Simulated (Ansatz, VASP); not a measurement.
**In: VASP beside Ansatz**

The input INCAR:

```
SYSTEM = In
  ALGO = Normal
  EDIFF = 1E-6
  ENCUT = 520
  GGA = PE
  ISIF = 2
  ISMEAR = -1
  LASPH = .True.
  LCHARG = .False.
  LREAL = .False.
  LWAVE = .False.
  NBANDS = 12
  NELM = 60
  PREC = Accurate
  SIGMA = 0.05
```

KPOINTS

```
k-points
0
Gamma
  12 12 12
  0 0 0
```

POSCAR

```
In
1.0
    2.8430408464      0.0000000000      0.0000000000
    0.0000000000      2.8430408464      0.0000000000
    0.0000000000      0.0000000000      2.8430408464
In
1
Direct
    0.0000000000      0.0000000000      0.0000000000
```

Input for Ansatz:

```yaml
crystal:
  lattice:
    - [2.8430408464, 0.0, 0.0]
    - [0.0, 2.8430408464, 0.0]
    - [0.0, 0.0, 2.8430408464]
  atoms:
    - { symbol: In, position: [0.0, 0.0, 0.0] }
kpoints:
  mp_grid: { grid: [12, 12, 12] }
scf:
  occupations: { method: fermi_dirac, width: 0.05 }
hamiltonian:
  xc: pbe
  pseudopotentials: { kind: all_electron, lapw: { basis_error: 0.001 } }
output:
  forces: true
  stress: true
  eigenvalues: true
  populations: true
```

Change from the starting cell: volume scaled by 0.78, LAPW.

Alike in both runs: task single point; functional PBE; k mesh 12 × 12 × 12; occupations fermi-dirac, width 0.05 eV; no spin polarisation.

```csv
,VASP,Ansatz
version,VASP 6.6.1,Ansatz 0.2.0
potentials or method,"VASP PAW PBE potentials, release 64 (In_d), cutoff 520 eV","all-electron LAPW, scalar-relativistic"
```

Ansatz gave:

```
pressure (GPa) : 15.3
```

Task: Estimate VASP's values.

Result: Pressure (GPa): 15.2.

Ansatz ran all-electron here, and VASP with PAW potentials.
